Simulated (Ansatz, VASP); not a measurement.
# Y2InSn2: VASP beside Ansatz

The input POSCAR:

```
Y2InSn2
1.0
    7.7319810000      0.0000000000      0.0000000000
    0.0000000000      7.7319810000      0.0000000000
    0.0000000000      0.0000000000      4.4663870000
Y In Sn
4 2 4
Direct
    0.1786400000      0.6786400000      0.5000000000
    0.3213600000      0.1786400000      0.5000000000
    0.8213600000      0.3213600000      0.5000000000
    0.6786400000      0.8213600000      0.5000000000
    0.0000000000      0.0000000000      0.0000000000
    0.5000000000      0.5000000000      0.0000000000
    0.3798700000      0.8798700000      0.0000000000
    0.1201300000      0.3798700000      0.0000000000
    0.6201300000      0.1201300000      0.0000000000
    0.8798700000      0.6201300000      0.0000000000
```

The input INCAR.step1:

```
PREC = Accurate ; ENCUT = 520
ISMEAR = 1 ; SIGMA = 0.0993
LREAL = False ; LASPH = True
NELM = 80 ; NBANDS = 74
GGA = PE ; ALGO = Normal
EDIFF = 1E-4 ; LWAVE = True
LCHARG = False
```

Contents of INCAR.step2:

```
PREC = Accurate ; ENCUT = 520
EDIFF = 1E-6 ; ISMEAR = 1
SIGMA = 0.0993 ; LREAL = False
LASPH = True ; NELM = 80
ALGO = Normal ; ISIF = 2
LWAVE = False ; LCHARG = False
METAGGA = R2SCAN ; LMIXTAU = True
NBANDS = 74 ; ISTART = 1
```

The input KPOINTS:

```
regular mesh
0
Gamma
  3 3 4
```

Input for Ansatz:

```yaml
crystal:
  lattice:
    - [7.731981, 0.0, 0.0]
    - [0.0, 7.731981, 0.0]
    - [0.0, 0.0, 4.466387]
  atoms:
    - { symbol: "Y", position: [0.17864, 0.67864, 0.5] }
    - { symbol: "Y", position: [0.32136, 0.17864, 0.5] }
    - { symbol: "Y", position: [0.82136, 0.32136, 0.5] }
    - { symbol: "Y", position: [0.67864, 0.82136, 0.5] }
    - { symbol: In, position: [0.0, 0.0, 0.0] }
    - { symbol: In, position: [0.5, 0.5, 0.0] }
    - { symbol: Sn, position: [0.37987, 0.87987, 0.0] }
    - { symbol: Sn, position: [0.12013, 0.37987, 0.0] }
    - { symbol: Sn, position: [0.62013, 0.12013, 0.0] }
    - { symbol: Sn, position: [0.87987, 0.62013, 0.0] }
  symmetry: { tolerance: 0.0003 }
kpoints:
  mp_grid: { grid: [3, 3, 4], shift: [0, 0, 0] }
magnetization:
  spin_polarized: false
scf:
  occupations: { method: cold, width: 0.0993 }
hamiltonian:
  pseudopotentials: { kind: paw }
  xc: r2scan
basis:
  ecutwfc: 500
output:
  forces: true
  stress: true
  eigenvalues: true
  write_density: true
  write_potential: true
  elf: true
  volumetric_format: npy
```

Alike in both runs: task single point; functional r2SCAN; k mesh 3 × 3 × 4; no spin polarisation.

|  | VASP | Ansatz |
| --- | --- | --- |
| version | VASP 6.6.1 | Ansatz 0.2.0 |
| potentials or method | VASP PAW PBE potentials, release 64 (Y_sv, In_d, Sn_d), cutoff 520 eV | PAW plane waves |
| occupations | methfessel-paxton of order 1, width 0.0993 eV | cold, width 0.0993 eV |
| valence electrons in the cell | 126 | 126 |

|  | VASP | Ansatz | Ansatz less VASP |
| --- | --- | --- | --- |
| gap on the k mesh at the Fermi level (eV) | none | none | - |
| pressure (GPa) | 0.9 | 0.9 | +0.01 |
| traceless stress, the component that is largest in VASP (GPa) | -1.75 | -1.78 | -0.025 |
| rms of the force components (eV/Å) | 0.627 | 0.617 | -0.0098 |

VASP's potentials were made for PBE, not for r2SCAN. Atom by atom the forces differ by 0.010 eV/Å (rms over components). A gap of «none» marks a metal or a gap that the smearing closes.
